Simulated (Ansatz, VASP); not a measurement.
## HRh6 in VASP and in Ansatz

```xyz
14
Lattice="5.4163 0.0000 0.0000 0.0000 5.4163 0.0000 0.0000 0.0000 21.6737" Properties=species:S:1:pos:R:3 pbc="T T T"
Rh    1.3541    1.3541    4.0000
Rh    1.3541    4.0623    4.0000
Rh    4.0623    1.3541    4.0000
Rh    4.0623    4.0623    4.0000
Rh    0.0000    0.0000    5.8384
Rh    0.0000    2.7082    5.8384
Rh    2.7082    0.0000    5.8384
Rh    2.7082    2.7082    5.8384
Rh    1.3541    1.3541    7.6737
Rh    1.3541    4.0623    7.6737
Rh    4.0623    1.3541    7.6737
Rh    4.0623    4.0623    7.6737
H     2.1177    2.7082    9.0837
H     3.2987    2.7082    9.0837
```

Alike in both runs: task single point; functional PBE; k mesh 5 × 5 × 1; occupations gaussian, width 0.1 eV; no spin polarisation.

|  | VASP | Ansatz |
| --- | --- | --- |
| version | VASP 6.6.1 | Ansatz 0.2.0 |
| potentials or method | VASP PAW PBE potentials, release 64 (Rh_pv, H), cutoff 520 eV | scalar-relativistic, plane waves, PAW |
| valence electrons in the cell | 182 | 206 |

|  | VASP | Ansatz | Ansatz less VASP |
| --- | --- | --- | --- |
| gap on the k mesh at the Fermi level (eV) | none | none | - |
| rms of the force components (eV/Å) | 0.281 | 0.281 | +0.0002 |

Atom by atom the forces differ by 0.002 eV/Å (rms over components). A gap of «none» marks a metal or a gap that the smearing closes. With one functional, cell and mesh, what is left measures potentials, basis and numerics. VASP's potentials hold 182 valence electrons a cell and Ansatz's 206, so a difference there can come from the potentials and not from the codes.
